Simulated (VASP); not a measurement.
Input of a VASP 6.6.1 run:

The input INCAR:

```
SYSTEM = AlV2C
PREC = Accurate ; ENCUT = 520
EDIFF = 1E-6 ; ISMEAR = -1
SIGMA = 0.05 ; LREAL = .False.
LASPH = .True. ; NELM = 150
ALGO = Normal ; ISIF = 2
LWAVE = .False. ; LCHARG = .True.
ISPIN = 2 ; MAGMOM = 2 2 2 2 0 0 0 0
LORBIT = 11 ; LMAXMIX = 4
GGA = PS ; LELF = .True.
LVHAR = .True. ; NBANDS = 47
```

KPOINTS

```
Automatic mesh
0
Gamma
  9 9 2
  0 0 0
```

POSCAR

```
AlV2C
1.0
    2.8875990726      0.0000000000      0.0000000000
   -1.4437995363      2.5007341528      0.0000000000
    0.0000000000      0.0000000000     13.1048231100
V Al C
4 2 2
Direct
    0.3333333333      0.6666666667      0.9136157800
    0.6666666667      0.3333333333      0.0863842200
    0.6666666667      0.3333333333      0.4136157800
    0.3333333333      0.6666666667      0.5863842200
    0.6666666667      0.3333333333      0.7500000000
    0.3333333333      0.6666666667      0.2500000000
    0.0000000000      0.0000000000      0.5000000000
    0.0000000000      0.0000000000      0.0000000000
```

Potentials or basis: VASP PAW PBE potentials, release 64 (V_sv, Al, C).

Launch:

```console
$ cat potpaw_PBE.64/V_sv/POTCAR potpaw_PBE.64/Al/POTCAR potpaw_PBE.64/C/POTCAR > POTCAR
$ mpirun -np 1 vasp_std > vasp.out
```

Q: Predict the net moment.

A: 0.00 μB per cell.

Q: Predict the largest force.

A: 0.590 eV/Å.

Stress tensor (GPa, compression positive):
```
-3.02  0.00  0.00
 0.00 -3.02  0.00
 0.00  0.00 -4.36
```

Caveat: the PAW data sets were made with another functional, which shifts forces and pressure a little.
